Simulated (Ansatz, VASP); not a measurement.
# W: VASP beside Ansatz

```
CELL_PARAMETERS angstrom
2.85459 0.00000 0.00000
-1.42730 2.47215 0.00000
0.00000 0.00000 24.32307
ATOMIC_POSITIONS crystal
W 0.66667 0.33333 0.30835
W 0.33333 0.66667 0.40417
W 0.00000 0.00000 0.50000
W 0.66667 0.33333 0.59583
W 0.33333 0.66667 0.69165
```

Alike in both runs: task single point; functional PBE; k mesh 18 × 18 × 1; occupations gaussian, width 0.1 eV; no spin polarisation.

|  | VASP | Ansatz |
| --- | --- | --- |
| version | VASP 6.6.1 | Ansatz 0.2.0 |
| potentials or method | VASP PAW PBE potentials, release 64 (W_sv), cutoff 520 eV | scalar-relativistic, plane waves, PAW |
| valence electrons in the cell | 70 | 70 |

|  | VASP | Ansatz | Ansatz less VASP |
| --- | --- | --- | --- |
| gap on the k mesh at the Fermi level (eV) | none | none | - |
| rms of the force components (eV/Å) | 0.100 | 0.095 | -0.0046 |

Atom by atom the forces differ by 0.009 eV/Å (rms over components). A gap of «none» marks a metal or a gap that the smearing closes. The functional is the same, so the differences come from potentials, cutoffs and numerics.

Neither program's run includes spin-orbit coupling.
